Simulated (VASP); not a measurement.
# SiC (F-43m) in VASP: a series of runs, part 2 of 2

VASP 6.6.1. Earlier steps stand in the parts before.

**4. Single point, PBE**

INCAR

```
SYSTEM = SiC
PREC = Accurate ; ENCUT = 600
EDIFF = 1E-6 ; ISMEAR = 0
SIGMA = 0.01 ; LREAL = .FALSE.
LASPH = .TRUE. ; NELM = 120
ALGO = Normal ; ISIF = 2
LWAVE = .FALSE. ; LCHARG = .FALSE.
GGA = PE ; NBANDS = 11
GGA_COMPAT = .FALSE.
```

KPOINTS

```
Automatic mesh
0
G
  9 9 9
  0 0 0
```

POSCAR

```
SiC
1.0
    0.0000000000      2.1769970000      2.1769970000
    2.1769970000      0.0000000000      2.1769970000
    2.1769970000      2.1769970000      0.0000000000
Si C
1 1
Direct
    0.2500000000      0.2500000000      0.2500000000
    0.0000000000      0.0000000000      0.0000000000
```

Potentials or basis: VASP PAW PBE potentials, release 64 (Si, C).

On the command line:

```bash
$ cat potpaw_PBE.64/Si/POTCAR potpaw_PBE.64/C/POTCAR > POTCAR
$ mpirun -np 1 vasp_std > vasp.out
```

OUTCAR:

```text
SYSTEM = SiC
   PREC = Accurate
   ENCUT = 600
   EDIFF = 1E-6
   ISMEAR = 0
   LREAL = .FALSE.
   LASPH = .TRUE.
   NELM = 120
   ISIF = 2
   GGA = PE

 ion  position               nearest neighbor table
   1  0.250  0.250  0.250-   2 1.89   2 1.89   2 1.89   2 1.89
   2  0.000  0.000  0.000-   1 1.89   1 1.89   1 1.89   1 1.89

  LATTYP: Found a face centered cubic cell.
 ALAT       =     4.3539940000

  Lattice vectors:

 A1 = (   0.0000000000,   2.1769970000,   2.1769970000)
 A2 = (   2.1769970000,   0.0000000000,   2.1769970000)
 A3 = (   2.1769970000,   2.1769970000,   0.0000000000)

Analysis of symmetry for initial positions (statically):
=====================================================================
 Subroutine PRICEL returns:
 Original cell was already a primitive cell.

 Routine SETGRP: Setting up the symmetry group for a
 face centered cubic supercell.

 Subroutine GETGRP returns: Found 24 space group operations
 (whereof 24 operations were pure point group operations)
 out of a pool of 48 trial point group operations.

The static configuration has the point symmetry T_d .

Analysis of symmetry for dynamics (positions and initial velocities):
=====================================================================
 Subroutine PRICEL returns:
 Original cell was already a primitive cell.

 Routine SETGRP: Setting up the symmetry group for a
 face centered cubic supercell.

 Subroutine GETGRP returns: Found 24 space group operations
 (whereof 24 operations were pure point group operations)
 out of a pool of 48 trial point group operations.

The dynamic configuration has the point symmetry T_d .

 Subroutine INISYM returns: Found 24 space group operations
 (whereof 24 operations are pure point group operations),
 and found     1 'primitive' translations

----------------------------------------------------------------------------------------

                                     Primitive cell

  volume of cell :      20.6350

  direct lattice vectors                    reciprocal lattice vectors
     0.000000000  2.176997000  2.176997000    -0.229674180  0.229674180  0.229674180
     2.176997000  0.000000000  2.176997000     0.229674180 -0.229674180  0.229674180
     2.176997000  2.176997000  0.000000000     0.229674180  0.229674180 -0.229674180

  length of vectors
     3.078738683  3.078738683  3.078738683     0.397807348  0.397807348  0.397807348

  position of ions in fractional coordinates (direct lattice)
     0.250000000  0.250000000  0.250000000
     0.000000000  0.000000000  0.000000000

  ion indices of the primitive-cell ions
   primitive index   ion index
                 1           1
                 2           2

----------------------------------------------------------------------------------------

 KPOINTS: Automatic mesh

Automatic generation of k-mesh.
 Grid dimensions read from file:
 generate k-points for:    9    9    9

 Generating k-lattice:

  Cartesian coordinates                     Fractional coordinates (reciprocal lattice)
    -0.025519353  0.025519353  0.025519353     0.111111111  0.000000000  0.000000000
     0.025519353 -0.025519353  0.025519353     0.000000000  0.111111111  0.000000000
     0.025519353  0.025519353 -0.025519353     0.000000000  0.000000000  0.111111111

  Length of vectors
     0.044200816  0.044200816  0.044200816

  Shift w.r.t. Gamma in fractional coordinates (k-lattice)
     0.000000000  0.000000000  0.000000000

 Subroutine IBZKPT returns following result:
 ===========================================

 Found     35 irreducible k-points:

 Following reciprocal coordinates:
            Coordinates               Weight
  0.000000  0.000000  0.000000      1.000000
  0.111111  0.000000  0.000000      8.000000
  0.222222  0.000000  0.000000      8.000000
  0.333333  0.000000  0.000000      8.000000
  0.444444  0.000000  0.000000      8.000000
  0.111111  0.111111  0.000000      6.000000
[... 16 lines left out ...]
 -0.333333  0.333333  0.000000     12.000000
  0.444444  0.444444  0.000000      6.000000
 [... further k-points ...]
   k-points           NKPTS =     35   k-points in BZ     NKDIM =     35   number of bands    NBANDS=     11
   number of dos      NEDOS =    301   number of ions     NIONS =      2
   total plane-waves  NPLWV =  21952
   dimension x,y,z NGX =    28 NGY =   28 NGZ =   28
   dimension x,y,z NGXF=    56 NGYF=   56 NGZF=   56
   ions per type =               1   1
   NGX,Y,Z   is equivalent  to a cutoff of  15.12, 15.12, 15.12 a.u.
   NGXF,Y,Z  is equivalent  to a cutoff of  30.24, 30.24, 30.24 a.u.
 SYSTEM =  SiC
   PREC   = accura    normal or accurate (medium, high low for compatibility)
   ISTART =      0    job   : 0-new  1-cont  2-samecut
   ICHARG =      2    charge: 1-file 2-atom 10-const
   ISPIN  =      1    spin polarized calculation?
   LNONCOLLINEAR =      F non collinear calculations
   LSORBIT =      F    spin-orbit coupling
   LASPH  =      T    aspherical Exc in radial PAW
   ENCUT  =  600.0 eV  44.10 Ry    6.64 a.u.   6.15  6.15  6.15*2*pi/ulx,y,z
   NELM   =    120;   NELMIN=  2; NELMDL= -5     # of ELM steps
   EDIFF  = 0.1E-05   stopping-criterion for ELM
   LREAL  =      F    real-space projection
   EDIFFG = 0.1E-04   stopping-criterion for IOM
   NSW    =      0    number of steps for IOM
   IBRION =     -1    ionic relax: 0-MD 1-quasi-New 2-CG
   NFREE  =      0    steps in history (QN), initial steepest desc. (CG)
   ISIF   =      2    stress and relaxation
   ISYM   =      2    0-nonsym 1-usesym 2-fastsym
   POTIM  = 0.5000    time-step for ionic-motion
   TEBEG  =    0.0;   TEEND  =   0.0 temperature during run
   PSTRESS=    0.0 pullay stress
   NELECT =       8.0000    total number of electrons
   NUPDOWN=      -1.0000    fix difference up-down
   EMIN   =  10.00;   EMAX   =-10.00  energy-range for DOS
   EFERMI =   0.00;   METHOD = LEGACY
   ISMEAR =     0;   SIGMA  =   0.01  broadening in eV -4-tet -1-fermi 0-gaus
   EFERMI_NEDOS =   21; number of points for ismear=-14 and -15
   IALGO  =     38    algorithm
   IMIX   =      4    mixing-type and parameters
     AMIX     =   0.40;   BMIX     =  1.00
     AMIX_MAG =   1.60;   BMIX_MAG =  1.00
  volume/ion in A,a.u.               =      10.32        69.63
  Fermi-wavevector in a.u.,A,eV,Ry     =   1.193723  2.255810 19.387966  1.424975
  Thomas-Fermi vector in A             =   2.329731
   LORBIT       =      0    0 simple, 1 ext, 2 COOP (PROOUT), +10 PAW based schemes
   GGA     = PE    functional components
   LHFCALC =     F    Hartree Fock is set to
   AEXX    =    0.0000 exact exchange contribution
   IVDW    =     0    specifies the selected vdW correction
   LEPSILON=     F    determine dielectric tensor
   LRPA    =     F    only Hartree local field effects (RPA)
 non-spin polarized calculation
 Gauss-broadening in eV      SIGMA  =   0.01
  energy-cutoff  :      600.00
  volume of cell :       20.63
 maximum number of plane-waves:       701
 NGX is ok and might be reduce to    28
   NGX = 13   NGY = 13   NGZ = 13

 number of electron       8.0000000 magnetization

 Free energy of the ion-electron system (eV)
  ---------------------------------------------------
  ext. energy  EPLUGINS =         0.00000000
  ---------------------------------------------------
  free energy    TOTEN  =       -15.05760635 eV

  energy without entropy =      -15.05760635  energy(sigma->0) =      -15.05760635

 E-fermi :   8.2012     XC(G=0): -11.3682

 val. band max:        8.1375267497   @ k =   0.0000   0.0000   0.0000
 cond. band min:       9.6379751368   @ k =   0.4444   0.4444   0.0000
 fundamental gap:      1.5004483872
 Fermi energy:         8.2011915953

 k-point     1 :       0.0000    0.0000    0.0000
  band No.  band energies     occupation
      1      -7.2874      2.00000
      2       8.1375      2.00000
      3       8.1375      2.00000
      4       8.1375      2.00000
      5      14.4033      0.00000
      6      15.4645      0.00000
      7      15.4645      0.00000
      8      15.4645      0.00000
      9      22.6608      0.00000
     10      22.6608      0.00000
     11      24.6612      0.00000
[... 309 lines left out ...]
 k-point    24 :       0.4444    0.4444    0.0000
  band No.  band energies     occupation
      1      -2.7217      2.00000
      2       0.8589      2.00000
      3       5.0132      2.00000
      4       5.0132      2.00000
      5       9.6380      0.00000
      6      12.5670      0.00000
      7      21.9389      0.00000
      8      21.9389      0.00000
      9      22.7319      0.00000
     10      27.8182      0.00000
     11      30.6013      0.00000

 [... further k-points ...]
[... 5 lines left out ...]
  --------------------------------------------------------------------------------------
  -------------------------------------------------------------------------------------
  Total        0.4764016      0.4764016      0.4764016      0.0000000      0.0000000      0.0000000
  in kB       36.9896606     36.9896606     36.9896606      0.0000000      0.0000000      0.0000000
  external PRESSURE =      36.9896606 kB  Pullay stress =       0.0000000 kB

 VOLUME and BASIS-vectors are now :
 -----------------------------------------------------------------------------
  energy-cutoff  :      600.00
  volume of cell :       20.63
      direct lattice vectors                 reciprocal lattice vectors
     0.000000000  2.176997000  2.176997000    -0.229674180  0.229674180  0.229674180
     2.176997000  0.000000000  2.176997000     0.229674180 -0.229674180  0.229674180
     2.176997000  2.176997000  0.000000000     0.229674180  0.229674180 -0.229674180

 POSITION                                       TOTAL-FORCE (eV/Angst)
 -----------------------------------------------------------------------------------
      1.08850      1.08850      1.08850         0.000000      0.000000     -0.000000
      0.00000      0.00000      0.00000        -0.000000     -0.000000      0.000000
 -----------------------------------------------------------------------------------
    total drift:                                0.000000      0.000000      0.000000

  FREE ENERGIE OF THE ION-ELECTRON SYSTEM (eV)
  ---------------------------------------------------
  free  energy   TOTEN  =       -15.0576063486 eV

  energy  without entropy=      -15.0576063486  energy(sigma->0) =      -15.05760635
```

It took 15 s on 1 thread of AMD EPYC 9R45 (Zen 5), shared host; peak memory 0.11 GiB.

Results:

| Item | Value |
| --- | --- |
| Free energy | -15.0576 eV |
| Pressure | 3.7 GPa |
| Band gap on the k mesh | 1.50 eV, indirect (least direct gap 4.62 eV) |

A k mesh can miss the band edges.

**5. Single point, LDA**

INCAR

```
ALGO = Normal
EDIFF = 1E-6
ENCUT = 600
GGA = CA
GGA_COMPAT = False
ISIF = 2
ISMEAR = 0
LASPH = True
LCHARG = True
LELF = True
LREAL = False
LVHAR = True
LWAVE = False
NBANDS = 11
NELM = 120
PREC = Accurate
SIGMA = 0.01
```

KPOINTS

```
k-points
0
Gamma
  9 9 9
```

POSCAR is that of step 4.

Potentials or basis: VASP PAW LDA potentials, release 64 (Si, C).

On the command line:

```bash
$ cat potpaw_LDA.64/Si/POTCAR potpaw_LDA.64/C/POTCAR > POTCAR
$ mpirun -np 1 vasp_std > vasp.out
```

It took 15 s on 1 thread of AMD EPYC 9R45 (Zen 5), shared host; peak memory 0.1 GiB.

It converged, with:

```
Free energy            : -16.6410 eV
Pressure               : -3.6 GPa
Band gap on the k mesh : 1.45 eV, indirect (least direct gap 4.58 eV)
```

Levels at points of the mesh, in eV from the valence-band top:
| k point | band 2 | band 3 | band 4 | band 5 | band 6 | band 7 |
| --- | --- | --- | --- | --- | --- | --- |
| (0.00, 0.00, 0.00) | 0.00 | 0.00 | 0.00 | 6.32 | 7.21 | 7.21 |

A k mesh can miss the band edges.

**6. Single point, LDA**

INCAR

```
SYSTEM = SiC
  PREC = Accurate
  ENCUT = 600
  EDIFF = 1E-6
  ISMEAR = 0
  SIGMA = 0.01
  LREAL = .FALSE.
  LASPH = .TRUE.
  NELM = 120
  ALGO = Normal
  ISIF = 2
  LWAVE = .FALSE.
  LCHARG = .FALSE.
  GGA = CA
  NBANDS = 11
  GGA_COMPAT = .FALSE.
```

KPOINTS

```
regular mesh
0
G
  9 9 9
  0 0 0
```

POSCAR is that of step 5.

Potentials or basis: VASP PAW LDA potentials, release 64 (Si, C).

On the command line:

```bash
$ cat potpaw_LDA.64/Si/POTCAR potpaw_LDA.64/C/POTCAR > POTCAR
$ mpirun -np 1 vasp_std > vasp.out
```

It used 7.8 s of CPU time on 1 thread of AMD EPYC 9R45 (Zen 5) (shared host).

The run converged. Its results:

```
Free energy            : -16.6410 eV
Pressure               : -3.6 GPa
Band gap on the k mesh : 1.45 eV, indirect (least direct gap 4.58 eV)
```

Levels at points of the mesh, in eV from the valence-band top:
```csv
k point,band 1,band 2,band 3,band 4,band 5,band 6,band 7,band 8,band 9
"(0.00, 0.00, 0.00)",-15.34,0.00,0.00,0.00,6.32,7.21,7.21,7.21,14.48
```
